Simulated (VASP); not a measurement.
Input of a VASP 6.6.1 run:

INCAR

```
SYSTEM = GaN
PREC = Accurate
ENCUT = 600
EDIFF = 1E-6
ISMEAR = 0
SIGMA = 0.1
LREAL = .FALSE.
LASPH = .TRUE.
NELM = 120
ALGO = Normal
ISIF = 2
LWAVE = .FALSE.
LCHARG = .FALSE.
GGA = PE
NBANDS = 16
GGA_COMPAT = .FALSE.
```

KPOINTS

```
Automatic mesh
0
G
  6 6 6
  0 0 0
```

Contents of POSCAR:

```
GaN
1.0
    0.0000000000      2.5613520448      2.5613520448
    2.5613520448      0.0000000000      2.5613520448
    2.5613520448      2.5613520448      0.0000000000
Ga N
1 1
Direct
    0.7500000000      0.7500000000      0.7500000000
    0.0000000000      0.0000000000      0.0000000000
```

Potentials or basis: VASP PAW PBE potentials, release 64 (Ga_d, N).

Run with:

```sh
$ cat potpaw_PBE.64/Ga_d/POTCAR potpaw_PBE.64/N/POTCAR > POTCAR
$ mpirun -np 1 vasp_std > vasp.out
```

(1) Estimate the pressure.

(2) Predict the band gap on the k mesh.

## Answers

(1) -26.7 GPa.

(2) zero (filled and empty bands touch).
